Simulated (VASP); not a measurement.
HfN:

```xyz
2
Lattice="0.0000 2.2739 2.2739 2.2739 0.0000 2.2739 2.2739 2.2739 0.0000" Properties=species:S:1:pos:R:3 pbc="T T T"
Hf    0.0000    0.0000    0.0000
N     2.2739    2.2739    2.2739
```

```yaml
Program: VASP 6.6.1
Task: relaxation of cell and atoms
Functional: PBE
Dispersion: D3(BJ)
Potentials_or_basis: VASP PAW PBE potentials, release 64 (Hf_pv, N)
Cutoff: 600 eV
k_mesh: 16 × 16 × 16
Occupations: gaussian, width 0.1 eV
Spin: no spin polarisation
```

At the start: pressure -7.9 GPa; volume 11.76 Å³/atom.

How do energy, volume and symmetry change on relaxing?

Over 4 steps the energy falls by 8.6 meV/atom and the volume is 11.41 Å³/atom (-2.9 %); space group Fm-3m (No. 225, to 0.1 Å) before and after.

Step by step:
```csv
step,energy change (eV),largest force (eV/Å),pressure (GPa),volume (Å³)
1,0.0000,0.0000,-7.85,23.51
2,0.0467,0.0000,17.62,21.61
3,-0.0172,0.0000,-0.13,22.84
4,-0.0172,0.0000,0.04,22.83
```

Final structure:
```yaml
crystal:
  lattice:
    - [0.00000, 2.25155, 2.25155]
    - [2.25155, 0.00000, 2.25155]
    - [2.25155, 2.25155, 0.00000]
  atoms:
    - { symbol: Hf, position: [0.00000, 0.00000, 0.00000] }
    - { symbol: N, position: [0.50000, 0.50000, 0.50000] }
```
